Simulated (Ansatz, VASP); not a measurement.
# Te2Mo: VASP beside Ansatz

```
Te Mo
1.0
     3.56345    0.00000    0.00000
    -1.78172    3.08604    0.00000
     0.00000    0.00000   14.72729
Te Mo
4 2
Direct
  0.33333 0.66667 0.62849
  0.66667 0.33333 0.12849
  0.33333 0.66667 0.87151
  0.66667 0.33333 0.37151
  0.33333 0.66667 0.25000
  0.66667 0.33333 0.75000
```

Alike in both runs: functional r2SCAN; k mesh 10 × 10 × 2; occupations fermi-dirac, width 0.05 eV; no spin polarisation.

Ansatz relaxed the structure, and its values are those at the end. VASP's run is a single point on that final structure, the one shown.

```csv
,VASP,Ansatz
version,VASP 6.6.1,Ansatz 0.2.0
potentials or method,"VASP PAW PBE potentials, release 64 (Te, Mo_sv)","PAW with Ansatz's default frozen-core files, scalar-relativistic"
plane-wave cutoff (eV),520,500
valence electrons in the cell,52,92
```

```csv
,VASP,Ansatz,Ansatz less VASP
pressure (GPa),0.1,0.0,-0.11
rms of the force components (eV/Å),0.012,0.000,-0.0122
```

VASP's potentials were made for PBE, not for r2SCAN. With one functional, cell and mesh, what is left measures potentials, basis and numerics. VASP's potentials hold 52 valence electrons a cell and Ansatz's 92, so a difference there can come from the potentials and not from the codes.

Spin-orbit coupling is off throughout.
